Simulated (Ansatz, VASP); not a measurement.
# ZnHgO2 in VASP and in Ansatz

```
Zn Hg O
1.0
     4.00922    0.00000    0.00000
     0.00000    4.00922    0.00000
     0.00000    0.00000    3.30459
Zn Hg O
1 1 2
Direct
  0.00000 0.00000 0.00000
  0.50000 0.50000 0.50000
  0.50000 0.00000 0.00000
  0.00000 0.50000 0.00000
```

Alike in both runs: task relaxation of cell and atoms; functional RPBE; dispersion D3(BJ); k mesh 5 × 5 × 6; occupations fermi-dirac, width 0.05 eV; no spin polarisation.

|  | VASP | Ansatz |
| --- | --- | --- |
| version | VASP 6.6.1 | Ansatz 0.2.0 |
| potentials or method | VASP PAW PBE potentials, release 64 (Zn, Hg, O) | Ansatz PAW |
| plane-wave cutoff (eV) | 600 | 420 |
| valence electrons in the cell | 36 | 44 |

Ansatz gave:

* gap on the k mesh at the Fermi level, each at its own relaxed structure (eV): none
* relaxed volume (Å³/atom): 11.68
* relaxed cell length with the largest relative difference (Å): 3.933

Task: Which values does VASP return?

Result: gap on the k mesh at the Fermi level, each at its own relaxed structure (eV): none; relaxed volume (Å³/atom): 11.77; relaxed cell length with the largest relative difference (Å): 3.945.

VASP's potentials were made for PBE, not for RPBE. A gap of «none» marks a metal or a gap that the smearing closes. VASP's potentials hold 36 valence electrons a cell and Ansatz's 44, so a difference there can come from the potentials and not from the codes.

Spin-orbit coupling is off throughout. Noted on Ansatz's run: the plane-wave basis is chosen anew once the cell has moved, so the energies of steps on either side of that aren't comparable.
